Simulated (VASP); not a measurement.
LiCl: single point with PBE

Crystal: LiCl.

```
Li Cl
1.0
     0.62517    2.91239    2.91239
     2.91239    0.62517    2.91239
     2.91239    2.91239    0.62517
Li Cl
1 1
Direct
  0.00000 0.00000 0.00000
  0.50000 0.50000 0.50000
```

This cell differs from its parent crystal: ratio of the length along [111] to the lengths across it x 1.41, volume and fractional coordinates fixed.

- Program: VASP 6.6.1
- Task: single point
- Functional: PBE
- Potentials or basis: VASP PAW PBE potentials, release 64 (Li_sv, Cl)
- Cutoff: 520 eV
- k mesh: 8 × 8 × 8
- Occupations: gaussian, width 0.05 eV
- Spin: no spin polarisation
- Dipole correction: no
- Further INCAR settings: ALGO = Normal; EDIFF = 1e-06; NBANDS = 12

```yaml
Band_gap_on_the_k_mesh: 3.75 eV, direct
```

Levels at points of the mesh, in eV from the valence-band top:
```
           k point  band 3  band 4  band 5  band 6  band 7  band 8
(0.00, 0.00, 0.00)   -2.73    0.00    0.00    3.75    9.49   12.24
(0.50, 0.00, 0.00)   -4.00   -2.01   -0.79    4.26    7.44    9.42
(0.50, 0.50, 0.00)   -4.09   -2.80   -1.04    5.83    8.22    8.62
(0.50, 0.50, 0.50)   -4.31   -0.04   -0.04    7.48    8.52   10.97
```

Wall time 20 s on 1 thread of Intel(R) Xeon(R) Platinum 8259CL CPU @ 2.50GHz (Skylake/Cascade Lake), with other jobs on the host, peak memory 0.18 GiB.

 A k mesh can miss the band edges.
